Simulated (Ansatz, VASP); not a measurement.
One calculation of In2BiP, two programs

Contents of POSCAR:

```
In2BiP
1.0
    4.3679246360      0.0000000000      0.0000000000
    0.0000000000      4.3679246360      0.0000000000
    0.0000000000      0.0000000000      6.2374840043
P In Bi
1 2 1
Direct
    0.0000000000      0.0000000000      0.0000000000
    0.0000000000      0.5000000000      0.7814219074
    0.5000000000      0.0000000000      0.2185780926
    0.5000000000      0.5000000000      0.5000000000
```

The input INCAR.step1:

```
PREC     = Accurate       # precision mode
ENCUT    = 520            # plane-wave cutoff, eV
ISMEAR   = -1             # smearing method
SIGMA    = 0.02           # smearing width, eV
LREAL    = F              # projectors in reciprocal space
LASPH    = T              # aspherical terms in the spheres
NELM     = 100            # most SCF steps
NBANDS   = 31             # bands
GGA      = PE             # functional
ALGO     = Normal         # electronic algorithm
EDIFF    = 1E-4           # SCF threshold, eV
LWAVE    = T              # write WAVECAR
LCHARG   = F              # write CHGCAR
```

File INCAR.step2:

```
PREC     = Accurate       # precision mode
ENCUT    = 520            # plane-wave cutoff, eV
EDIFF    = 1E-6           # SCF threshold, eV
ISMEAR   = -1             # smearing method
SIGMA    = 0.02           # smearing width, eV
LREAL    = F              # projectors in reciprocal space
LASPH    = T              # aspherical terms in the spheres
NELM     = 100            # most SCF steps
ALGO     = Normal         # electronic algorithm
ISIF     = 2              # what is computed and relaxed
LWAVE    = F              # write WAVECAR
LCHARG   = F              # write CHGCAR
METAGGA  = R2SCAN         # meta-GGA
LMIXTAU  = T            
NBANDS   = 31             # bands
ISTART   = 1
```

File KPOINTS:

```
regular mesh
0
Gamma
  6 6 4
```

Input for Ansatz:

```yaml
crystal:
  lattice:
    - [4.367924636, 0.0, 0.0]
    - [0.0, 4.367924636, 0.0]
    - [0.0, 0.0, 6.2374840043]
  atoms:
    - { symbol: P, position: [0.0, 0.0, 0.0] }
    - { symbol: In, position: [0.0, 0.5, 0.7814219074] }
    - { symbol: Bi, position: [0.5, 0.5, 0.5] }
    - { symbol: In, position: [0.5, 0.0, 0.2185780926] }
kpoints:
  mp_grid: { grid: [6, 6, 4] }
hamiltonian:
  xc: r2scan
scf:
  occupations: { method: fermi_dirac, width: 0.02 }
  n_extra_bands: 5
output:
  forces: true
  stress: true
  eigenvalues: true
```

Alike in both runs: task single point; functional r2SCAN; k mesh 6 × 6 × 4; occupations fermi-dirac, width 0.02 eV; no spin polarisation.

```csv
,VASP,Ansatz
version,VASP 6.6.1,Ansatz 0.2.0
potentials or method,"VASP PAW PBE potentials, release 64 (P, In_d, Bi_d)","plane waves, PAW"
plane-wave cutoff (eV),520,500
valence electrons in the cell,46,46
```

```csv
,VASP,Ansatz,Ansatz less VASP
pressure (GPa),3.4,3.5,+0.06
rms of the force components (eV/Å),0.029,0.026,-0.0024
```

VASP's potentials were made for PBE, not for r2SCAN.

Spin-orbit coupling is off throughout.
